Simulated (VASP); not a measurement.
FeO, 2 atoms in the cell. It takes space group Fm-3m (No. 225, cubic). Conventional cell: a = 4.311 Å, b = 4.311 Å, c = 4.311 Å, α = 90.00°, β = 90.00°, γ = 90.00°. Within 2.9 Å of Fe (site symmetry m-3m) lie 6 O at 2.16 Å. O (site symmetry m-3m) has 6 Fe at 2.16 Å within 2.9 Å. 

| Item | Value |
| --- | --- |
| Program | VASP 6.6.1 |
| Task | single point |
| Functional | PBE |
| Potentials or basis | VASP PAW PBE potentials, release 64 (Fe, O) |
| Cutoff | 520 eV |
| k mesh | 10 × 10 × 10 |
| Occupations | gaussian, width 0.05 eV |
| Spin | collinear spin, ferromagnetic start |
| Starting moments | [4.0, 0.0] μB |
| Hubbard terms | Fe d U = 4.0 eV |
| Dipole correction | no |
| Further INCAR settings | ALGO = Normal; EDIFF = 1e-07; NBANDS = 18 |

Potentials or basis: VASP PAW PBE potentials, release 64 (Fe, O).

The run is started by

```bash
$ cat potpaw_PBE.64/Fe/POTCAR potpaw_PBE.64/O/POTCAR > POTCAR
$ mpirun -np 1 vasp_std > vasp.out
```

Hardware: 1 thread of Intel Xeon 8259CL (shared host).

**Question.** Estimate the wall time of this run.

**Answer.** Wall time 33 s on 1 thread of Intel Xeon 8259CL, with other jobs on the host, peak memory 0.17 GiB. Counts: scf iterations 15, k points 47.
